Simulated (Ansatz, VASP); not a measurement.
# One calculation of Cl, two programs

The input INCAR:

```
ALGO = Normal ; EDIFF = 1E-6
ENCUT = 520 ; GGA = PS
ISIF = 2 ; ISMEAR = 0
LASPH = T ; LCHARG = F
LREAL = F ; LWAVE = F
NBANDS = 22 ; NELM = 80
PREC = Accurate ; SIGMA = 0.02
```

Contents of KPOINTS:

```
k-points
0
Gamma
  8 8 4
```

POSCAR

```
Cl
1.0
    3.1200000000     -2.2400000000      0.0000000000
    3.1200000000      2.2400000000      0.0000000000
    0.0000000000      0.0000000000      8.2600000000
Cl
4
Direct
    0.0965178571      0.9034821429      0.1000000000
    0.6300000000      0.3700000000      0.4000000000
    0.8700000000      0.1300000000      0.9000000000
    0.3700000000      0.6300000000      0.6000000000
```

Input for Ansatz:

```yaml
crystal:
  lattice:
    - [3.12, -2.24, 0.0]
    - [3.12, 2.24, 0.0]
    - [0.0, 0.0, 8.26]
  atoms:
    - { symbol: Cl, position: [0.0965178571, 0.9034821429, 0.1] }
    - { symbol: Cl, position: [0.63, 0.37, 0.4] }
    - { symbol: Cl, position: [0.87, 0.13, 0.9] }
    - { symbol: Cl, position: [0.37, 0.63, 0.6] }
basis:
  ecutwfc: 420
kpoints:
  mp_grid: { grid: [8, 8, 4] }
hamiltonian:
  xc: pbesol
scf:
  occupations: { method: gaussian, width: 0.02 }
output:
  forces: true
  stress: true
  eigenvalues: true
```

Change from the starting cell: one atom moved.

Alike in both runs: task single point; functional PBEsol; k mesh 8 × 8 × 4; occupations gaussian, width 0.02 eV; no spin polarisation.

|  | VASP | Ansatz |
| --- | --- | --- |
| version | VASP 6.6.1 | Ansatz 0.2.0 |
| potentials or method | VASP PAW PBE potentials, release 64 (Cl), cutoff 520 eV | scalar-relativistic, plane waves, PAW |
| valence electrons in the cell | 28 | 28 |

VASP gave:

| Quantity | Value |
| --- | --- |
| gap on the k mesh at the Fermi level (eV) | 2.53 |
| least direct gap on the mesh (eV) | 2.56 |
| pressure (GPa) | 0.2 |
| traceless stress, the component that is largest in VASP (GPa) | -2.06 |
| rms of the force components (eV/Å) | 0.491 |

**Question.** Estimate Ansatz's values.

**Answer.** gap on the k mesh at the Fermi level (eV): 2.48; least direct gap on the mesh (eV): 2.51; pressure (GPa): 0.6; traceless stress, the component that is largest in VASP (GPa): -2.14; rms of the force components (eV/Å): 0.568.

VASP's potentials were made for PBE, not for PBEsol. Atom by atom the forces differ by 0.109 eV/Å (rms over components). The functional is the same, so the differences come from potentials, cutoffs and numerics.
